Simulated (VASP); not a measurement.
Set up this calculation in VASP 6.6.1, as the native input.

| Quantity | Value |
| --- | --- |
| Task | single point |
| Functional | PBE |
| Dispersion | D3(BJ) |
| Potentials or basis | VASP PAW PBE potentials, release 64 (H) |
| Cutoff | 520 eV |
| k mesh | 12 × 12 × 30 |
| Occupations | gaussian, width 0.05 eV |
| Spin | no spin polarisation |
| Dipole correction | no |
| Further INCAR settings | ALGO = Normal; EDIFF = 1e-06; NBANDS = 6 |

The structure of H lies in POSCAR:

```
H
1.0
    2.7243154224      0.0000000000      0.0000000000
    0.0000000000      2.7243154224      0.0000000000
    0.0000000000      0.0000000000      0.9274767117
H
1
Direct
    0.0000000000      0.0000000000      0.5000000000
```

This cell differs from its parent crystal: ratio of the length along z to the lengths across it x 0.92, volume and fractional coordinates fixed.

The input as run:

INCAR

```
SYSTEM = H
  PREC = Accurate
  ENCUT = 520
  EDIFF = 1E-6
  ISMEAR = 0
  SIGMA = 0.05
  LREAL = .FALSE.
  LASPH = .TRUE.
  NELM = 80
  ALGO = Normal
  ISIF = 2
  LWAVE = .FALSE.
  LCHARG = .FALSE.
  GGA = PE
  IVDW = 12
  NBANDS = 6
```

KPOINTS

```
regular mesh
0
G
  12 12 30
  0 0 0
```

Potentials or basis: VASP PAW PBE potentials, release 64 (H).

Launch:

```sh
$ cat potpaw_PBE.64/H/POTCAR > POTCAR
$ mpirun -np 1 vasp_std > vasp.out
```

It gave:

- Pressure: 9.7 GPa
- Dispersion energy per atom: -0.056 eV

Caveat: pairwise dispersion overbinds metals, which lowers pressure and volume.

Run time: 22 s on 1 thread of Intel Xeon 8259CL, on a shared host, peak memory 0.12 GiB.
